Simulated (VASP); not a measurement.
# SrO (R3m) in VASP: single point with PBE

Aim: the single point of SrO with PBE.

All numbers are computed with VASP 6.6.1; they aren't measurements. Logs are shortened: lines on timing, memory, paths and dates and some standing lists are left out, and cuts for length are marked.

## (1) The cell of the first run

Symmetry: R3m, No. 160, trigonal system. The conventional cell has a = 4.105 Å, b = 4.105 Å, c = 9.288 Å, α = 90.00°, β = 90.00°, γ = 120.00°. Within 3.2 Å of Sr (site symmetry 3m) lie 4 O at 2.41 to 2.47 Å. O (site symmetry 3m) has 4 Sr at 2.41 to 2.47 Å within 3.2 Å.

## (2) Single point, PBE (epitaxial 111 strain +4.0%)

INCAR

```
SYSTEM = SrO
  PREC = Accurate
  ENCUT = 520
  EDIFF = 1E-6
  ISMEAR = -1
  SIGMA = 0.02
  LREAL = .FALSE.
  LASPH = .TRUE.
  NELM = 100
  ALGO = Normal
  ISIF = 2
  LWAVE = .FALSE.
  LCHARG = .FALSE.
  GGA = PE
  NBANDS = 15
```

KPOINTS

```
regular mesh
0
G
  8 8 8
  0 0 0
```

POSCAR

```
SrO
1.0
   -0.1475209593      2.7550546380      2.7550546380
    2.7550546380     -0.1475209593      2.7550546380
    2.7550546380      2.7550546380     -0.1475209593
Sr O
1 1
Direct
   -0.0047450189     -0.0047450189     -0.0047450189
    0.2547450189      0.2547450189      0.2547450189
```

Potentials or basis: VASP PAW PBE potentials, release 64 (Sr_sv, O).

Run with:

```sh
$ cat potpaw_PBE.64/Sr_sv/POTCAR potpaw_PBE.64/O/POTCAR > POTCAR
$ mpirun -np 1 vasp_std > vasp.out
```

OUTCAR:

```text
SYSTEM = SrO
   PREC = Accurate
   ENCUT = 520
   EDIFF = 1E-6
   ISMEAR = -1
   LREAL = .FALSE.
   LASPH = .TRUE.
   NELM = 100
   ISIF = 2
   GGA = PE

 ion  position               nearest neighbor table
   1  0.995  0.995  0.995-   2 2.41   2 2.47   2 2.47   2 2.47
   2  0.255  0.255  0.255-   1 2.41   1 2.47   1 2.47   1 2.47

  LATTYP: Found a trigonal (rhomboedric) cell.
 ALAT       =     3.8990273852
 COS(alpha) =     0.4458153295

  Lattice vectors:

 A1 = (  -0.1475209593,   2.7550546380,   2.7550546380)
 A2 = (   2.7550546380,  -0.1475209593,   2.7550546380)
 A3 = (   2.7550546380,   2.7550546380,  -0.1475209593)

Analysis of symmetry for initial positions (statically):
=====================================================================
 Subroutine PRICEL returns:
 Original cell was already a primitive cell.

 Routine SETGRP: Setting up the symmetry group for a
 trigonal (rhombohedral) supercell.

 Subroutine GETGRP returns: Found  6 space group operations
 (whereof  6 operations were pure point group operations)
 out of a pool of 12 trial point group operations.

The static configuration has the point symmetry C_3v.

Analysis of symmetry for dynamics (positions and initial velocities):
=====================================================================
 Subroutine PRICEL returns:
 Original cell was already a primitive cell.

 Routine SETGRP: Setting up the symmetry group for a
 trigonal (rhombohedral) supercell.

 Subroutine GETGRP returns: Found  6 space group operations
 (whereof  6 operations were pure point group operations)
 out of a pool of 12 trial point group operations.

The dynamic configuration has the point symmetry C_3v.

 Subroutine INISYM returns: Found  6 space group operations
 (whereof  6 operations are pure point group operations),
 and found     1 'primitive' translations

----------------------------------------------------------------------------------------

                                     Primitive cell

  volume of cell :      45.1795

  direct lattice vectors                    reciprocal lattice vectors
    -0.147520959  2.755054638  2.755054638    -0.167522031  0.176999573  0.176999573
     2.755054638 -0.147520959  2.755054638     0.176999573 -0.167522031  0.176999573
     2.755054638  2.755054638 -0.147520959     0.176999573  0.176999573 -0.167522031

  length of vectors
     3.899027385  3.899027385  3.899027385     0.301199815  0.301199815  0.301199815

  position of ions in fractional coordinates (direct lattice)
     0.995254981  0.995254981  0.995254981
     0.254745019  0.254745019  0.254745019

  ion indices of the primitive-cell ions
   primitive index   ion index
                 1           1
                 2           2

----------------------------------------------------------------------------------------

 KPOINTS: regular mesh

Automatic generation of k-mesh.
 Grid dimensions read from file:
 generate k-points for:    8    8    8

 Generating k-lattice:

  Cartesian coordinates                     Fractional coordinates (reciprocal lattice)
    -0.020940254  0.022124947  0.022124947     0.125000000  0.000000000  0.000000000
     0.022124947 -0.020940254  0.022124947     0.000000000  0.125000000  0.000000000
     0.022124947  0.022124947 -0.020940254     0.000000000  0.000000000  0.125000000

  Length of vectors
     0.037649977  0.037649977  0.037649977

  Shift w.r.t. Gamma in fractional coordinates (k-lattice)
     0.000000000  0.000000000  0.000000000

 Subroutine IBZKPT returns following result:
 ===========================================

 Found     65 irreducible k-points:

 Following reciprocal coordinates:
            Coordinates               Weight
  0.000000  0.000000  0.000000      1.000000
  0.125000  0.000000  0.000000      6.000000
  0.250000  0.000000  0.000000      6.000000
  0.375000 -0.000000 -0.000000      6.000000
  0.500000  0.000000  0.000000      3.000000
  0.125000  0.125000 -0.000000      6.000000
[... 16 lines left out ...]
  0.250000  0.125000  0.125000      6.000000
  0.375000  0.125000  0.125000      6.000000
 [... further k-points ...]
   k-points           NKPTS =     65   k-points in BZ     NKDIM =     65   number of bands    NBANDS=     15
   number of dos      NEDOS =    301   number of ions     NIONS =      2
   total plane-waves  NPLWV =  27000
   dimension x,y,z NGX =    30 NGY =   30 NGZ =   30
   dimension x,y,z NGXF=    60 NGYF=   60 NGZF=   60
   ions per type =               1   1
   NGX,Y,Z   is equivalent  to a cutoff of  12.79, 12.79, 12.79 a.u.
   NGXF,Y,Z  is equivalent  to a cutoff of  25.58, 25.58, 25.58 a.u.
 SYSTEM =  SrO
   PREC   = accura    normal or accurate (medium, high low for compatibility)
   ISTART =      0    job   : 0-new  1-cont  2-samecut
   ICHARG =      2    charge: 1-file 2-atom 10-const
   ISPIN  =      1    spin polarized calculation?
   LNONCOLLINEAR =      F non collinear calculations
   LSORBIT =      F    spin-orbit coupling
   LASPH  =      T    aspherical Exc in radial PAW
   ENCUT  =  520.0 eV  38.22 Ry    6.18 a.u.   7.25  7.25  7.25*2*pi/ulx,y,z
   NELM   =    100;   NELMIN=  2; NELMDL= -5     # of ELM steps
   EDIFF  = 0.1E-05   stopping-criterion for ELM
   LREAL  =      F    real-space projection
   EDIFFG = 0.1E-04   stopping-criterion for IOM
   NSW    =      0    number of steps for IOM
   IBRION =     -1    ionic relax: 0-MD 1-quasi-New 2-CG
   NFREE  =      0    steps in history (QN), initial steepest desc. (CG)
   ISIF   =      2    stress and relaxation
   ISYM   =      2    0-nonsym 1-usesym 2-fastsym
   POTIM  = 0.5000    time-step for ionic-motion
   TEBEG  =    0.0;   TEEND  =   0.0 temperature during run
   PSTRESS=    0.0 pullay stress
   NELECT =      16.0000    total number of electrons
   NUPDOWN=      -1.0000    fix difference up-down
   EMIN   =  10.00;   EMAX   =-10.00  energy-range for DOS
   EFERMI =   0.00;   METHOD = LEGACY
   ISMEAR =    -1;   SIGMA  =   0.02  broadening in eV -4-tet -1-fermi 0-gaus
   EFERMI_NEDOS =   21; number of points for ismear=-14 and -15
   IALGO  =     38    algorithm
   IMIX   =      4    mixing-type and parameters
     AMIX     =   0.40;   BMIX     =  1.00
     AMIX_MAG =   1.60;   BMIX_MAG =  1.00
  volume/ion in A,a.u.               =      22.59       152.44
  Fermi-wavevector in a.u.,A,eV,Ry     =   1.158246  2.188768 18.252690  1.341535
  Thomas-Fermi vector in A             =   2.294850
   LORBIT       =      0    0 simple, 1 ext, 2 COOP (PROOUT), +10 PAW based schemes
   GGA     = PE    functional components
   LHFCALC =     F    Hartree Fock is set to
   AEXX    =    0.0000 exact exchange contribution
   IVDW    =     0    specifies the selected vdW correction
   LEPSILON=     F    determine dielectric tensor
   LRPA    =     F    only Hartree local field effects (RPA)
 non-spin polarized calculation
  energy-cutoff  :      520.00
  volume of cell :       45.18
 maximum number of plane-waves:      1238
 NGX is ok and might be reduce to    30
   NGX = 15   NGY = 15   NGZ = 15

 number of electron      15.9999999 magnetization

 Free energy of the ion-electron system (eV)
  ---------------------------------------------------
  ext. energy  EPLUGINS =         0.00000000
  ---------------------------------------------------
  free energy    TOTEN  =       -11.73585827 eV

  energy without entropy =      -11.73585827  energy(sigma->0) =      -11.73585827

 E-fermi :   0.5987     XC(G=0):  -8.4792

 val. band max:        0.1547932706   @ k =  -0.2500   0.5000   0.2500
 cond. band min:       2.5683291849   @ k =   0.0000   0.0000   0.0000
 fundamental gap:      2.4135359143
 Fermi energy:         0.5987118820

 k-point     1 :       0.0000    0.0000    0.0000
  band No.  band energies     occupation
      1     -32.2344      2.00000
      2     -14.6447      2.00000
      3     -14.1306      2.00000
      4     -14.1306      2.00000
      5     -14.0425      2.00000
      6      -0.6706      2.00000
      7      -0.6706      2.00000
      8      -0.4604      2.00000
      9       2.5683      0.00000
     10       7.9458      0.00000
     11       7.9458      0.00000
     12       9.2874      0.00000
     13       9.2874      0.00000
     14       9.4225      0.00000
     15      14.3003      0.00000

 k-point     2 :       0.1250    0.0000    0.0000
  band No.  band energies     occupation
      1     -32.2275      2.00000
      2     -14.9799      2.00000
      3     -14.1409      2.00000
      4     -14.1385      2.00000
      5     -13.7342      2.00000
      6      -0.7598      2.00000
      7      -0.6147      2.00000
      8      -0.4346      2.00000
      9       3.0502      0.00000
     10       7.6002      0.00000
     11       7.7775      0.00000
     12       8.9872      0.00000
     13       9.5629      0.00000
     14       9.7119      0.00000
     15      13.1731      0.00000

 k-point     3 :       0.2500    0.0000    0.0000
  band No.  band energies     occupation
      1     -32.2110      2.00000
      2     -15.4325      2.00000
      3     -14.1651      2.00000
      4     -14.1572      2.00000
      5     -13.3520      2.00000
      6      -0.8263      2.00000
      7      -0.4836      2.00000
      8      -0.3565      2.00000
      9       4.0769      0.00000
     10       7.1838      0.00000
     11       7.6338      0.00000
     12       8.3605      0.00000
     13       9.7451      0.00000
     14      10.0742      0.00000
     15      11.9083      0.00000

 k-point     4 :       0.3750   -0.0000   -0.0000
  band No.  band energies     occupation
      1     -32.1943      2.00000
      2     -15.7512      2.00000
      3     -14.1888      2.00000
      4     -14.1757      2.00000
      5     -13.1110      2.00000
      6      -0.7266      2.00000
      7      -0.3598      2.00000
      8      -0.2896      2.00000
      9       4.9609      0.00000
     10       7.0440      0.00000
     11       7.3395      0.00000
     12       8.1089      0.00000
     13       9.5941      0.00000
     14      10.0979      0.00000
     15      11.5843      0.00000
[... 307 lines left out ...]
 k-point    22 :       0.1250    0.1250    0.1250
  band No.  band energies     occupation
      1     -32.2249      2.00000
      2     -14.9664      2.00000
      3     -14.1464      2.00000
      4     -14.1464      2.00000
      5     -13.7635      2.00000
      6      -0.6196      2.00000
      7      -0.6196      2.00000
      8      -0.6089      2.00000
      9       3.1403      0.00000
     10       7.6392      0.00000
     11       7.6392      0.00000
     12       9.0519      0.00000
     13       9.6186      0.00000
     14       9.6186      0.00000
     15      14.2189      0.00000

 k-point    23 :       0.2500    0.1250    0.1250
  band No.  band energies     occupation
      1     -32.2135      2.00000
      2     -15.2654      2.00000
      3     -14.1892      2.00000
      4     -14.1480      2.00000
      5     -13.5018      2.00000
      6      -0.8055      2.00000
      7      -0.5601      2.00000
      8      -0.4202      2.00000
      9       3.8128      0.00000
     10       7.0298      0.00000
     11       7.6338      0.00000
     12       9.1242      0.00000
     13       9.5875      0.00000
     14       9.8964      0.00000
     15      13.1003      0.00000

 k-point    24 :       0.3750    0.1250    0.1250
  band No.  band energies     occupation
      1     -32.1969      2.00000
      2     -15.6140      2.00000
      3     -14.2447      2.00000
      4     -14.1667      2.00000
      5     -13.1948      2.00000
      6      -0.8062      2.00000
      7      -0.4262      2.00000
      8      -0.3158      2.00000
      9       4.7386      0.00000
     10       6.7588      0.00000
     11       7.2971      0.00000
     12       8.7853      0.00000
     13       9.9234      0.00000
     14      10.0602      0.00000
     15      12.0277      0.00000

 [... further k-points ...]

------------------------ aborting loop because EDIFF is reached ----------------------------------------

  FORCE on cell =-STRESS in cart. coord.  units (eV):
  Direction    XX          YY          ZZ          XY          YZ          ZX
  --------------------------------------------------------------------------------------
  -------------------------------------------------------------------------------------
  Total       -0.3079690     -0.3079690     -0.3079690      0.3468622      0.3468622      0.3468622
  in kB      -10.9213448    -10.9213448    -10.9213448     12.3005917     12.3005917     12.3005917
  external PRESSURE =     -10.9213448 kB  Pullay stress =       0.0000000 kB

 VOLUME and BASIS-vectors are now :
 -----------------------------------------------------------------------------
  energy-cutoff  :      520.00
  volume of cell :       45.18
      direct lattice vectors                 reciprocal lattice vectors
    -0.147520959  2.755054638  2.755054638    -0.167522031  0.176999573  0.176999573
     2.755054638 -0.147520959  2.755054638     0.176999573 -0.167522031  0.176999573
     2.755054638  2.755054638 -0.147520959     0.176999573  0.176999573 -0.167522031

 POSITION                                       TOTAL-FORCE (eV/Angst)
 -----------------------------------------------------------------------------------
      5.33714      5.33714      5.33714        -0.001783     -0.001783     -0.001783
      1.36609      1.36609      1.36609         0.001783      0.001783      0.001783
 -----------------------------------------------------------------------------------
    total drift:                               -0.000091     -0.000091     -0.000092

  FREE ENERGIE OF THE ION-ELECTRON SYSTEM (eV)
  ---------------------------------------------------
  free  energy   TOTEN  =       -11.7358582696 eV

  energy  without entropy=      -11.7358582696  energy(sigma->0) =      -11.73585827
```

Wall time 35 s (1 thread of Intel Xeon Platinum 8259CL at 2.50GHz (Skylake/Cascade Lake), shared host); peak memory 0.19 GiB.

Results:

```
Free energy            : -11.7359 eV
Pressure               : -1.1 GPa
Largest force          : 0.003 eV/Å
Band gap on the k mesh : 2.41 eV, indirect (least direct gap 3.03 eV)
```

Forces on the atoms (eV/Å):
```
Sr  -0.002 -0.002 -0.002
O    0.002  0.002  0.002
```

Levels at points of the mesh, in eV from the valence-band top:
```
           k point  band 5  band 6  band 7  band 8  band 9  band 10  band 11  band 12
(0.00, 0.00, 0.00)  -14.20   -0.83   -0.83   -0.62    2.41     7.79     7.79     9.13
(0.50, 0.00, 0.00)  -13.19   -0.79   -0.47   -0.42    5.14     6.84     6.90     8.11
(0.50, 0.50, 0.00)  -12.94   -1.33   -0.04   -0.02    4.50     5.65     9.26     9.67
(0.50, 0.50, 0.50)  -13.35   -0.55   -0.55   -0.54    5.22     7.08     7.42     7.42
```

Caveat: the cell differs from its parent crystal (epitaxial 111 strain +4.0%).
